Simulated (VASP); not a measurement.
C, 2 atoms in the cell. The structure is cubic, space group Fd-3m (No. 227). Conventional cell: a = 3.584 Å, b = 3.584 Å, c = 3.584 Å, α = 90.00°, β = 90.00°, γ = 90.00°. C (site symmetry -43m) has 4 C at 1.55 Å within 2.1 Å. 

```yaml
Program: VASP 6.6.1
Task: single point
Functional: revPBE
Potentials_or_basis: VASP PAW PBE potentials, release 64 (C)
Cutoff: 520 eV
k_mesh: 13 × 13 × 13
Occupations: fermi-dirac, width 0.05 eV
Spin: no spin polarisation
Dipole_correction: no
Further_INCAR_settings: ALGO = Normal; EDIFF = 1e-06; NBANDS = 11
```

Potentials or basis: VASP PAW PBE potentials, release 64 (C).

Command:

```sh
$ cat potpaw_PBE.64/C/POTCAR > POTCAR
$ mpirun -np 1 vasp_std > vasp.out
```

Hardware: 1 thread of Intel Xeon 6455B, on a shared host.

Problem. Estimate the wall time of this run.

Solution. Wall time 7.2 s on 1 thread of Intel Xeon 6455B (shared host), peak memory 0.12 GiB. Counts: scf iterations 11, k points 84.
